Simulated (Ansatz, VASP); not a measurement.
# Pd in VASP and in Ansatz

INCAR

```
SYSTEM = Pd
ALGO = Normal ; EDIFF = 1E-6
ENCUT = 500 ; GGA = PE
GGA_COMPAT = .FALSE. ; ISIF = 2
ISMEAR = 0 ; LASPH = .TRUE.
LCHARG = .FALSE. ; LREAL = .FALSE.
LWAVE = .FALSE. ; NBANDS = 11
NELM = 120 ; PREC = Accurate
SIGMA = 0.1
```

Contents of KPOINTS:

```
k-points
0
G
  8 8 8
  0 0 0
```

File POSCAR:

```
Pd
1.0
    0.0000000000      1.9465000000      1.9465000000
    1.9465000000      0.0000000000      1.9465000000
    1.9465000000      1.9465000000      0.0000000000
Pd
1
Direct
    0.0000000000      0.0000000000      0.0000000000
```

Input for Ansatz:

```yaml
crystal:
  lattice:
    - [0.0, 1.9465, 1.9465]
    - [1.9465, 0.0, 1.9465]
    - [1.9465, 1.9465, 0.0]
  atoms:
    - { symbol: Pd, position: [0.0, 0.0, 0.0] }
basis:
  ecutwfc: 420
kpoints:
  mp_grid: { grid: [8, 8, 8] }
hamiltonian:
  xc: pbe
scf:
  occupations: { method: gaussian, width: 0.1 }
output:
  forces: true
  stress: true
  eigenvalues: true
```

Alike in both runs: task single point; functional PBE; k mesh 8 × 8 × 8; occupations gaussian, width 0.1 eV; no spin polarisation.

|  | VASP | Ansatz |
| --- | --- | --- |
| version | VASP 6.6.1 | Ansatz 0.2.0 |
| potentials or method | VASP PAW PBE potentials, release 64 (Pd), cutoff 500 eV | scalar-relativistic, plane waves, PAW |
| valence electrons in the cell | 10 | 18 |

|  | VASP | Ansatz | Ansatz less VASP |
| --- | --- | --- | --- |
| gap on the k mesh at the Fermi level (eV) | none | none | - |
| pressure (GPa) | 7.7 | 8.0 | +0.27 |

A gap of «none» marks a metal or a gap that the smearing closes. With one functional, cell and mesh, what is left measures potentials, basis and numerics. VASP's potentials hold 10 valence electrons a cell and Ansatz's 18, so a difference there can come from the potentials and not from the codes.
